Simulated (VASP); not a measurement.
Li2S: single point with r2SCAN+rVV10

Crystal: Li2S.

```
Li S
1.0
     0.00000    2.79797    2.79797
     2.79797    0.00000    2.79797
     2.79797    2.79797    0.00000
Li S
2 1
Direct
  0.25000 0.25000 0.25000
  0.75000 0.75000 0.75000
  0.00000 0.00000 0.00000
```

This cell differs from its parent crystal: volume scaled by 0.96.

- Program: VASP 6.6.1
- Task: single point
- Functional: r2SCAN
- Dispersion: rVV10
- Potentials or basis: VASP PAW PBE potentials, release 64 (Li_sv, S)
- Cutoff: 830 eV
- k mesh: 8 × 8 × 8
- Occupations: gaussian, width 0.05 eV
- Spin: no spin polarisation

* Pressure: 1.8 GPa
* Band gap on the k mesh: 3.76 eV, indirect (least direct gap 5.26 eV)

Levels at points of the mesh, in eV from the valence-band top:
| k point | band 4 | band 5 | band 6 | band 7 | band 8 | band 9 |
| --- | --- | --- | --- | --- | --- | --- |
| (0.00, 0.00, 0.00) | 0.00 | 0.00 | 0.00 | 5.26 | 6.90 | 6.90 |
| (0.50, 0.00, 0.00) | -3.08 | -0.55 | -0.55 | 7.18 | 7.18 | 7.18 |
| (0.50, 0.50, 0.00) | -2.28 | -1.55 | -1.55 | 3.76 | 8.00 | 12.51 |

It took 2.1 min on 1 thread of Intel(R) Xeon(R) 6975P-C (Granite Rapids), with other jobs on the host, peak memory 0.49 GiB.

Caveat: the PAW data sets were made with another functional, which shifts forces and pressure a little. A k mesh can miss the band edges.
